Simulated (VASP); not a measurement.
Write the native input for VASP 6.6.1 that does the following.

| Property | Result |
| --- | --- |
| Task | single point |
| Functional | PBE |
| Potentials or basis | VASP PAW PBE potentials, release 64 (Si, C) |
| Cutoff | 600 eV |
| k mesh | 6 × 6 × 5 |
| Occupations | gaussian, width 0.2 eV |
| Spin | no spin polarisation |
| Dipole correction | no |
| Further INCAR settings | ALGO = Normal; EDIFF = 1e-06; NBANDS = 16 |

The structure of SiC3 lies in POSCAR:

```
SiC3
1.0
    3.6184216962      0.0000000000      0.0000000000
   -1.8092108481      3.1336451105      0.0000000000
    0.0000000000      0.0000000000      3.6563665803
Si C
1 3
Direct
    0.0000000000      0.0000000000      0.0000000000
    0.0000000000      0.0000000000      0.5000000000
    0.3333333333      0.6666666667      0.0000000000
    0.6666666667      0.3333333333      0.0000000000
```

The cell was built from a structure type or drawn by symmetry, and may not be a known phase.

The input as run:

INCAR

```
SYSTEM = SiC3
PREC = Accurate ; ENCUT = 600
EDIFF = 1E-6 ; ISMEAR = 0
SIGMA = 0.2 ; LREAL = .FALSE.
LASPH = .TRUE. ; NELM = 120
ALGO = Normal ; ISIF = 2
LWAVE = .FALSE. ; LCHARG = .FALSE.
GGA = PE ; NBANDS = 16
GGA_COMPAT = .FALSE.
```

KPOINTS

```
Automatic mesh
0
G
  6 6 5
  0 0 0
```

Potentials or basis: VASP PAW PBE potentials, release 64 (Si, C).

Launch:

```console
$ cat potpaw_PBE.64/Si/POTCAR potpaw_PBE.64/C/POTCAR > POTCAR
$ mpirun -np 1 vasp_std > vasp.out
```

Results of the run:

* Pressure: -0.5 GPa
* Band gap on the k mesh: zero (bands 8 and 9 overlap by 1.63 eV)

Wall time 11 s on 1 thread of Intel(R) Xeon(R) Platinum 8488C (Sapphire Rapids), with other jobs on the host, peak memory 0.16 GiB.
